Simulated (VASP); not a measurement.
# TiO2 (P4_2/mnm) in VASP: a series of runs

The runs below take TiO2 through single point, with PBE, LDA, r2SCAN.

Everything below comes from runs of VASP 6.6.1. Logs are shortened: lines on timing, memory, paths and dates and some standing lists are left out, and cuts for length are marked.

## Step 1: The cell of the first run

The structure is tetragonal, space group P4_2/mnm (No. 136). Conventional cell: a = 4.594 Å, b = 4.594 Å, c = 2.959 Å, α = 90.00°, β = 90.00°, γ = 90.00°. Ti (site symmetry mmm) has 6 O at 1.95 to 1.98 Å within 2.6 Å. O (site symmetry m2m) has 3 Ti at 1.95 to 1.98 Å and 1 O at 2.54 Å within 2.6 Å.

## Step 2: Single point, PBE

Input file INCAR:

```
SYSTEM = TiO2
PREC     = Accurate       ! precision mode
ENCUT    = 520            ! plane-wave cutoff, eV
EDIFF    = 1E-6           ! SCF threshold, eV
ISMEAR   = 0              ! smearing method
SIGMA    = 0.03           ! smearing width, eV
LREAL    = .False.        ! projectors in reciprocal space
LASPH    = .True.         ! aspherical terms in the spheres
NELM     = 60             ! most SCF steps
ALGO     = Normal         ! electronic algorithm
ISIF     = 2              ! what is computed and relaxed
LWAVE    = .False.        ! write WAVECAR
LCHARG   = .True.         ! write CHGCAR
GGA      = PE             ! functional
LELF     = .True.         ! ELF
LVHAR    = .True.       
NBANDS   = 33             ! bands
```

Input file KPOINTS:

```
regular mesh
0
Gamma
  6 6 6
  0 0 0
```

Input file POSCAR:

```
TiO2
1.0
    4.5940000000      0.0000000000      0.0000000000
    0.0000000000      4.5940000000      0.0000000000
    0.0000000000      0.0000000000      2.9590000000
Ti O
2 4
Direct
    0.0000000000      0.0000000000      0.0000000000
    0.5000000000      0.5000000000      0.5000000000
    0.3048000000      0.3048000000      0.0000000000
    0.6952000000      0.6952000000      0.0000000000
    0.8048000000      0.1952000000      0.5000000000
    0.1952000000      0.8048000000      0.5000000000
```

Potentials or basis: VASP PAW PBE potentials, release 64 (Ti_sv, O).

Command:

```console
$ cat potpaw_PBE.64/Ti_sv/POTCAR potpaw_PBE.64/O/POTCAR > POTCAR
$ mpirun -np 1 vasp_std > vasp.out
```

OUTCAR:

```text
SYSTEM = TiO2
   PREC = Accurate
   ENCUT = 520
   EDIFF = 1E-6
   ISMEAR = 0
   LREAL = .False.
   LASPH = .True.
   NELM = 60
   ISIF = 2
   GGA = PE

 ion  position               nearest neighbor table
   1  0.000  0.000  0.000-   5 1.95   6 1.95   5 1.95   6 1.95   3 1.98   4 1.98
   2  0.500  0.500  0.500-   3 1.95   4 1.95   3 1.95   4 1.95   5 1.98   6 1.98
   3  0.305  0.305  0.000-   2 1.95   2 1.95   1 1.98
   4  0.695  0.695  0.000-   2 1.95   2 1.95   1 1.98
   5  0.805  0.195  0.500-   1 1.95   1 1.95   2 1.98
   6  0.195  0.805  0.500-   1 1.95   1 1.95   2 1.98

  LATTYP: Found a simple tetragonal cell.
 ALAT       =     4.5940000000
 C/A-ratio  =     0.6441010013

  Lattice vectors:

 A1 = (   4.5940000000,   0.0000000000,   0.0000000000)
 A2 = (   0.0000000000,   4.5940000000,   0.0000000000)
 A3 = (   0.0000000000,   0.0000000000,   2.9590000000)

Analysis of symmetry for initial positions (statically):
=====================================================================
 Subroutine PRICEL returns:
 Original cell was already a primitive cell.

 Routine SETGRP: Setting up the symmetry group for a
 simple tetragonal supercell.

 Subroutine GETGRP returns: Found 16 space group operations
 (whereof  8 operations were pure point group operations)
 out of a pool of 16 trial point group operations.

The static configuration has the point symmetry D_2h.
 The point group associated with its full space group is D_4h.

Analysis of symmetry for dynamics (positions and initial velocities):
=====================================================================
 Subroutine PRICEL returns:
 Original cell was already a primitive cell.

 Routine SETGRP: Setting up the symmetry group for a
 simple tetragonal supercell.

 Subroutine GETGRP returns: Found 16 space group operations
 (whereof  8 operations were pure point group operations)
 out of a pool of 16 trial point group operations.

The dynamic configuration has the point symmetry D_2h.
 The point group associated with its full space group is D_4h.

 Subroutine INISYM returns: Found 16 space group operations
 (whereof  8 operations are pure point group operations),
 and found     1 'primitive' translations

----------------------------------------------------------------------------------------

                                     Primitive cell

  volume of cell :      62.4492

  direct lattice vectors                    reciprocal lattice vectors
     4.594000000  0.000000000  0.000000000     0.217675229  0.000000000  0.000000000
     0.000000000  4.594000000  0.000000000     0.000000000  0.217675229  0.000000000
     0.000000000  0.000000000  2.959000000     0.000000000  0.000000000  0.337952011

  length of vectors
     4.594000000  4.594000000  2.959000000     0.217675229  0.217675229  0.337952011

  position of ions in fractional coordinates (direct lattice)
     0.000000000  0.000000000  0.000000000
     0.500000000  0.500000000  0.500000000
     0.304800000  0.304800000  0.000000000
     0.695200000  0.695200000  0.000000000
     0.804800000  0.195200000  0.500000000
     0.195200000  0.804800000  0.500000000

  ion indices of the primitive-cell ions
   primitive index   ion index
                 1           1
                 2           2
                 3           3
                 4           4
                 5           5
                 6           6

----------------------------------------------------------------------------------------

 KPOINTS: regular mesh

Automatic generation of k-mesh.
 Grid dimensions read from file:
 generate k-points for:    6    6    6

 Generating k-lattice:

  Cartesian coordinates                     Fractional coordinates (reciprocal lattice)
     0.036279205  0.000000000  0.000000000     0.166666667  0.000000000  0.000000000
     0.000000000  0.036279205  0.000000000     0.000000000  0.166666667  0.000000000
     0.000000000  0.000000000  0.056325335     0.000000000  0.000000000  0.166666667

  Length of vectors
     0.036279205  0.036279205  0.056325335

  Shift w.r.t. Gamma in fractional coordinates (k-lattice)
     0.000000000  0.000000000  0.000000000

 Subroutine IBZKPT returns following result:
 ===========================================

 Found     40 irreducible k-points:

 Following reciprocal coordinates:
            Coordinates               Weight
  0.000000  0.000000  0.000000      1.000000
  0.166667  0.000000  0.000000      4.000000
  0.333333  0.000000  0.000000      4.000000
  0.500000  0.000000  0.000000      2.000000
  0.166667  0.166667  0.000000      4.000000
  0.333333  0.166667  0.000000      8.000000
[... 16 lines left out ...]
  0.333333  0.000000  0.333333      8.000000
  0.500000  0.000000  0.333333      4.000000
 [... further k-points ...]
   k-points           NKPTS =     40   k-points in BZ     NKDIM =     40   number of bands    NBANDS=     33
   number of dos      NEDOS =    301   number of ions     NIONS =      6
   total plane-waves  NPLWV =  31104
   dimension x,y,z NGX =    36 NGY =   36 NGZ =   24
   dimension x,y,z NGXF=    72 NGYF=   72 NGZF=   48
   ions per type =               2   4
   NGX,Y,Z   is equivalent  to a cutoff of  13.03, 13.03, 13.48 a.u.
   NGXF,Y,Z  is equivalent  to a cutoff of  26.06, 26.06, 26.97 a.u.
 SYSTEM =  TiO2
   PREC   = accura    normal or accurate (medium, high low for compatibility)
   ISTART =      0    job   : 0-new  1-cont  2-samecut
   ICHARG =      2    charge: 1-file 2-atom 10-const
   ISPIN  =      1    spin polarized calculation?
   LNONCOLLINEAR =      F non collinear calculations
   LSORBIT =      F    spin-orbit coupling
   LASPH  =      T    aspherical Exc in radial PAW
   ENCUT  =  520.0 eV  38.22 Ry    6.18 a.u.   8.54  8.54  5.50*2*pi/ulx,y,z
   NELM   =     60;   NELMIN=  2; NELMDL= -5     # of ELM steps
   EDIFF  = 0.1E-05   stopping-criterion for ELM
   LREAL  =      F    real-space projection
   EDIFFG = 0.1E-04   stopping-criterion for IOM
   NSW    =      0    number of steps for IOM
   IBRION =     -1    ionic relax: 0-MD 1-quasi-New 2-CG
   NFREE  =      0    steps in history (QN), initial steepest desc. (CG)
   ISIF   =      2    stress and relaxation
   ISYM   =      2    0-nonsym 1-usesym 2-fastsym
   POTIM  = 0.5000    time-step for ionic-motion
   TEBEG  =    0.0;   TEEND  =   0.0 temperature during run
   PSTRESS=    0.0 pullay stress
   NELECT =      48.0000    total number of electrons
   NUPDOWN=      -1.0000    fix difference up-down
   EMIN   =  10.00;   EMAX   =-10.00  energy-range for DOS
   EFERMI =   0.00;   METHOD = LEGACY
   ISMEAR =     0;   SIGMA  =   0.03  broadening in eV -4-tet -1-fermi 0-gaus
   EFERMI_NEDOS =   21; number of points for ismear=-14 and -15
   IALGO  =     38    algorithm
   IMIX   =      4    mixing-type and parameters
     AMIX     =   0.40;   BMIX     =  1.00
     AMIX_MAG =   1.60;   BMIX_MAG =  1.00
  volume/ion in A,a.u.               =      10.41        70.24
  Fermi-wavevector in a.u.,A,eV,Ry     =   1.499614  2.833860 30.597370  2.248843
  Thomas-Fermi vector in A             =   2.611221
   LORBIT       =      0    0 simple, 1 ext, 2 COOP (PROOUT), +10 PAW based schemes
   GGA     = PE    functional components
   LHFCALC =     F    Hartree Fock is set to
   AEXX    =    0.0000 exact exchange contribution
   IVDW    =     0    specifies the selected vdW correction
   LEPSILON=     F    determine dielectric tensor
   LRPA    =     F    only Hartree local field effects (RPA)
 non-spin polarized calculation
 Gauss-broadening in eV      SIGMA  =   0.03
  energy-cutoff  :      520.00
  volume of cell :       62.45
 maximum number of plane-waves:      1720
 NGX is ok and might be reduce to    36
   NGX = 17   NGY = 17   NGZ = 11

 number of electron      48.0000022 magnetization

 Free energy of the ion-electron system (eV)
  ---------------------------------------------------
  ext. energy  EPLUGINS =         0.00000000
  ---------------------------------------------------
  free energy    TOTEN  =       -53.64517396 eV

  energy without entropy =      -53.64517396  energy(sigma->0) =      -53.64517396

 E-fermi :   5.0869     XC(G=0): -11.4109

 val. band max:        4.8503059806   @ k =   0.0000   0.0000   0.0000
 cond. band min:       6.7118551267   @ k =   0.0000   0.0000   0.0000
 fundamental gap:      1.8615491461
 Fermi energy:         5.0868889095

 k-point     1 :       0.0000    0.0000    0.0000
  band No.  band energies     occupation
      1     -52.0729      2.00000
      2     -52.0558      2.00000
      3     -28.3810      2.00000
      4     -28.3810      2.00000
      5     -28.2154      2.00000
      6     -28.2154      2.00000
[... 25 lines left out ...]
     32      11.4543      0.00000
     33      11.4610      0.00000

 k-point     2 :       0.1667    0.0000    0.0000
  band No.  band energies     occupation
      1     -52.0718      2.00000
      2     -52.0570      2.00000
      3     -28.3722      2.00000
      4     -28.3714      2.00000
      5     -28.2261      2.00000
      6     -28.2252      2.00000
[... 25 lines left out ...]
     32      11.3609      0.00000
     33      11.3806      0.00000

 k-point     3 :       0.3333    0.0000    0.0000
  band No.  band energies     occupation
      1     -52.0686      2.00000
      2     -52.0601      2.00000
      3     -28.3490      2.00000
      4     -28.3468      2.00000
      5     -28.2528      2.00000
      6     -28.2505      2.00000
[... 25 lines left out ...]
     32      11.1741      0.00000
     33      11.2123      0.00000

 k-point     4 :       0.5000    0.0000    0.0000
  band No.  band energies     occupation
      1     -52.0644      2.00000
      2     -52.0644      2.00000
      3     -28.3287      2.00000
      4     -28.3287      2.00000
      5     -28.2719      2.00000
      6     -28.2719      2.00000
[... 673 lines left out ...]
     32      10.3026      0.00000
     33      10.9318      0.00000

 k-point    23 :       0.3333    0.0000    0.3333
  band No.  band energies     occupation
      1     -52.0364      2.00000
      2     -52.0321      2.00000
      3     -28.5094      2.00000
      4     -28.5016      2.00000
      5     -28.2644      2.00000
      6     -28.2597      2.00000
[... 25 lines left out ...]
     32       9.9806      0.00000
     33      11.2955      0.00000

 k-point    24 :       0.5000    0.0000    0.3333
  band No.  band energies     occupation
      1     -52.0343      2.00000
      2     -52.0343      2.00000
      3     -28.5086      2.00000
      4     -28.5086      2.00000
      5     -28.2481      2.00000
      6     -28.2481      2.00000
[... 25 lines left out ...]
     32       9.7949      0.00000
     33      11.6873      0.00000

 [... further k-points ...]

------------------------ aborting loop because EDIFF is reached ----------------------------------------

  FORCE on cell =-STRESS in cart. coord.  units (eV):
  Direction    XX          YY          ZZ          XY          YZ          ZX
  --------------------------------------------------------------------------------------
  -------------------------------------------------------------------------------------
  Total        2.2756906      2.2756906      2.0464605      0.0000000      0.0000000      0.0000000
  in kB       58.3844038     58.3844038     52.5033475      0.0000000      0.0000000      0.0000000
  external PRESSURE =      56.4240517 kB  Pullay stress =       0.0000000 kB

 VOLUME and BASIS-vectors are now :
 -----------------------------------------------------------------------------
  energy-cutoff  :      520.00
  volume of cell :       62.45
      direct lattice vectors                 reciprocal lattice vectors
     4.594000000  0.000000000  0.000000000     0.217675229  0.000000000  0.000000000
     0.000000000  4.594000000  0.000000000     0.000000000  0.217675229  0.000000000
     0.000000000  0.000000000  2.959000000     0.000000000  0.000000000  0.337952011

 POSITION                                       TOTAL-FORCE (eV/Angst)
 -----------------------------------------------------------------------------------
      0.00000      0.00000      0.00000         0.000000      0.000000      0.000000
      2.29700      2.29700      1.47950         0.000000      0.000000      0.000000
      1.40025      1.40025      0.00000        -0.068601     -0.068601      0.000000
      3.19375      3.19375      0.00000         0.068601      0.068601      0.000000
      3.69725      0.89675      1.47950        -0.068601      0.068601      0.000000
      0.89675      3.69725      1.47950         0.068601     -0.068601      0.000000
 -----------------------------------------------------------------------------------
    total drift:                                0.000000      0.000000      0.000000

  FREE ENERGIE OF THE ION-ELECTRON SYSTEM (eV)
  ---------------------------------------------------
  free  energy   TOTEN  =       -53.6451739641 eV

  energy  without entropy=      -53.6451739641  energy(sigma->0) =      -53.64517396
```

Wall time 37 s (1 thread of Intel Xeon 6975P-C (Granite Rapids), shared host); peak memory 0.21 GiB.

What came out:

```yaml
Free_energy: -53.6452 eV
Pressure: 5.6 GPa
Largest_force: 0.097 eV/Å
Band_gap_on_the_k_mesh: 1.86 eV, direct
```

Forces in eV/Å, atoms in the order of the input:
```
Ti   0.000  0.000  0.000
Ti   0.000  0.000  0.000
O   -0.069 -0.069  0.000
O    0.069  0.069  0.000
O   -0.069  0.069  0.000
O    0.069 -0.069  0.000
```

Stress tensor (GPa, compression positive):
```
5.84 0.00 0.00
0.00 5.84 0.00
0.00 0.00 5.25
```

A k mesh can miss the band edges. A hybrid or GW would open this gap; PBE tends to underestimate it.

## Step 3: Single point, LDA

Edit INCAR of step 2 so:

```diff
@@ -3,3 +3,3 @@
 ENCUT    = 520            ! plane-wave cutoff, eV
-EDIFF    = 1E-6           ! SCF threshold, eV
+EDIFF    = 1E-7           ! SCF threshold, eV
 ISMEAR   = 0              ! smearing method
@@ -12,6 +12,3 @@
 LWAVE    = .False.        ! write WAVECAR
-LCHARG   = .True.         ! write CHGCAR
-GGA      = PE             ! functional
-LELF     = .True.         ! ELF
-LVHAR    = .True.       
+LCHARG   = .False.        ! write CHGCAR
 NBANDS   = 33             ! bands
```

KPOINTS is that of step 2.

POSCAR is that of step 2.

Potentials or basis: VASP PAW LDA potentials, release 64 (Ti_sv, O).

Command:

```console
$ cat potpaw_LDA.64/Ti_sv/POTCAR potpaw_LDA.64/O/POTCAR > POTCAR
$ mpirun -np 1 vasp_std > vasp.out
```

Run time: 35 s. Hardware: 1 thread of Intel Xeon 6975P-C (Granite Rapids), shared host; peak memory 0.19 GiB.

Results (log left out):

| Property | Result |
| --- | --- |
| Free energy | -58.7384 eV |
| Pressure | -7.1 GPa |
| Largest force | 0.024 eV/Å |
| Band gap on the k mesh | 1.77 eV, direct |

Forces in eV/Å, atoms in the order of the input:
```
Ti   0.000  0.000  0.000
Ti   0.000  0.000  0.000
O    0.017  0.017  0.000
O   -0.017 -0.017  0.000
O    0.017 -0.017  0.000
O   -0.017  0.017  0.000
```

Stress tensor (GPa, compression positive):
```
-6.22  0.00  0.00
 0.00 -6.22  0.00
 0.00  0.00 -9.00
```

Levels at points of the mesh, in eV from the valence-band top:
```
           k point  band 21  band 22  band 23  band 24  band 25  band 26  band 27  band 28
(0.00, 0.00, 0.00)    -0.71    -0.46    -0.46     0.00     1.77     2.06     2.32     2.41
(0.50, 0.00, 0.00)    -1.67    -1.67    -0.76    -0.76     2.45     2.45     2.95     2.95
(0.50, 0.50, 0.00)    -1.32    -1.32    -1.08    -1.08     1.82     1.82     2.44     2.44
(0.00, 0.00, 0.50)    -2.44    -2.44    -1.44    -1.44     2.91     2.91     3.09     3.09
(0.50, 0.00, 0.50)    -2.08    -2.08    -1.05    -1.05     1.80     1.80     3.11     3.11
(0.50, 0.50, 0.50)    -1.31    -1.31    -0.68    -0.68     2.51     2.51     3.14     3.14
```

A k mesh can miss the band edges.

## Step 4: Single point, r2SCAN

POSCAR is that of step 3.

Input file INCAR.step1:

```
PREC     = Accurate       # precision mode
ENCUT    = 520            # plane-wave cutoff, eV
ISMEAR   = 0              # smearing method
SIGMA    = 0.03           # smearing width, eV
LREAL    = F              # projectors in reciprocal space
LASPH    = T              # aspherical terms in the spheres
NELM     = 80             # most SCF steps
NBANDS   = 33             # bands
GGA      = PE             # functional
ALGO     = Normal         # electronic algorithm
EDIFF    = 1E-4           # SCF threshold, eV
LWAVE    = T              # write WAVECAR
LCHARG   = F              # write CHGCAR
```

Input file INCAR.step2:

```
PREC     = Accurate       # precision mode
ENCUT    = 520            # plane-wave cutoff, eV
EDIFF    = 1E-7           # SCF threshold, eV
ISMEAR   = 0              # smearing method
SIGMA    = 0.03           # smearing width, eV
LREAL    = F              # projectors in reciprocal space
LASPH    = T              # aspherical terms in the spheres
NELM     = 80             # most SCF steps
ALGO     = Normal         # electronic algorithm
ISIF     = 2              # what is computed and relaxed
LWAVE    = F              # write WAVECAR
LCHARG   = T              # write CHGCAR
METAGGA  = R2SCAN         # meta-GGA
LMIXTAU  = T            
LELF     = T              # ELF
LVHAR    = T            
NBANDS   = 33             # bands
ISTART   = 1
```

Input file KPOINTS:

```
Automatic mesh
0
Gamma
  6 6 6
```

Potentials or basis: VASP PAW PBE potentials, release 64 (Ti_sv, O).

Command:

```console
$ cat potpaw_PBE.64/Ti_sv/POTCAR potpaw_PBE.64/O/POTCAR > POTCAR
$ cp INCAR.step1 INCAR
$ mpirun -np 1 vasp_std > vasp.out
$ cp INCAR.step2 INCAR
$ mpirun -np 1 vasp_std > vasp.out
```

It took 2.4 min on 1 thread of Intel Xeon 6975P-C (Granite Rapids), shared host; peak memory 0.21 GiB.

The run converged. Its results:

```yaml
Free_energy: -69.7941 eV
Pressure: 1.1 GPa
Largest_force: 0.055 eV/Å
Band_gap_on_the_k_mesh: 2.23 eV, direct
```

Forces on the atoms (eV/Å):
```
Ti   0.000  0.000  0.000
Ti   0.000  0.000  0.000
O   -0.039 -0.039  0.000
O    0.039  0.039  0.000
O   -0.039  0.039  0.000
O    0.039 -0.039  0.000
```

Levels at points of the mesh, in eV from the valence-band top:
| k point | band 21 | band 22 | band 23 | band 24 | band 25 | band 26 | band 27 | band 28 |
| --- | --- | --- | --- | --- | --- | --- | --- | --- |
| (0.00, 0.00, 0.00) | -0.77 | -0.49 | -0.49 | 0.00 | 2.23 | 2.56 | 2.78 | 2.87 |
| (0.50, 0.00, 0.00) | -1.71 | -1.71 | -0.77 | -0.77 | 2.92 | 2.92 | 3.40 | 3.40 |
| (0.50, 0.50, 0.00) | -1.39 | -1.39 | -1.12 | -1.12 | 2.27 | 2.27 | 2.89 | 2.89 |
| (0.00, 0.00, 0.50) | -2.40 | -2.40 | -1.48 | -1.48 | 3.33 | 3.33 | 3.57 | 3.57 |
| (0.50, 0.00, 0.50) | -2.08 | -2.08 | -1.09 | -1.09 | 2.29 | 2.29 | 3.59 | 3.59 |
| (0.50, 0.50, 0.50) | -1.32 | -1.32 | -0.72 | -0.72 | 2.96 | 2.96 | 3.60 | 3.60 |

Caveat: the PAW data sets were made with another functional, which shifts forces and pressure a little.

## Step 5: Overview

| level | potentials or basis | gap on the mesh (eV) | pressure (GPa) | largest force (eV/Å) |
| --- | --- | --- | --- | --- |
| PBE | VASP PAW PBE potentials, release 64 (Ti_sv, O) | 1.86 | 5.6 | 0.10 |
| LDA | VASP PAW LDA potentials, release 64 (Ti_sv, O) | 1.77 | -7.1 | 0.02 |
| r2SCAN | VASP PAW PBE potentials, release 64 (Ti_sv, O) | 2.23 | 1.1 | 0.05 |

Alike in all rows: task single point; no spin polarisation; cell as given; k mesh 6 × 6 × 6; cutoff (eV) 520; smearing gaussian 0.03 eV.

Caveats: the PAW data sets were made with another functional, which shifts forces and pressure a little (some runs).

Total energies depend on the potentials used, so only differences within one code and one set of settings carry meaning.
